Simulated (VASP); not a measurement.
Wanted: the native input for a VASP 6.6.1 run.

* Task: single point
* Functional: PBE
* Potentials or basis: VASP PAW PBE potentials, release 64 (Ti_sv)
* Cutoff: 520 eV
* k mesh: 20 × 20 × 20
* Occupations: gaussian, width 0.15 eV
* Spin: no spin polarisation
* Dipole correction: no
* Further INCAR settings: ALGO = Normal; EDIFF = 1e-07; NBANDS = 12

The structure of Ti lies in POSCAR:

```
Ti
1.0
    0.0000000000      1.9765141417      2.1352282273
    1.9765141417      0.0000000000      2.1352282273
    1.9765141417      1.9765141417      0.0000000000
Ti
1
Direct
    0.0000000000      0.0000000000      0.0000000000
```

This cell differs from its parent crystal: volume 16.683 Å^3 an atom, c/a of the conventional cell 1.0803.

The input as run:

INCAR

```
ALGO = Normal
EDIFF = 1E-7
ENCUT = 520
GGA = PE
ISIF = 2
ISMEAR = 0
LASPH = True
LCHARG = False
LREAL = False
LWAVE = False
NBANDS = 12
NELM = 100
PREC = Accurate
SIGMA = 0.15
```

KPOINTS

```
k-points
0
Gamma
  20 20 20
```

Potentials or basis: VASP PAW PBE potentials, release 64 (Ti_sv).

Run with:

```bash
$ cat potpaw_PBE.64/Ti_sv/POTCAR > POTCAR
$ mpirun -np 1 vasp_std > vasp.out
```

Results of the run:

* Pressure: 4.4 GPa
* Band gap on the k mesh: zero (band 6 reaches 9.38 eV, above the bottom of band 7 at 8.00 eV)

It took 50 s on 1 thread of Intel(R) Xeon(R) 6975P-C (Granite Rapids) (shared host), peak memory 0.24 GiB.
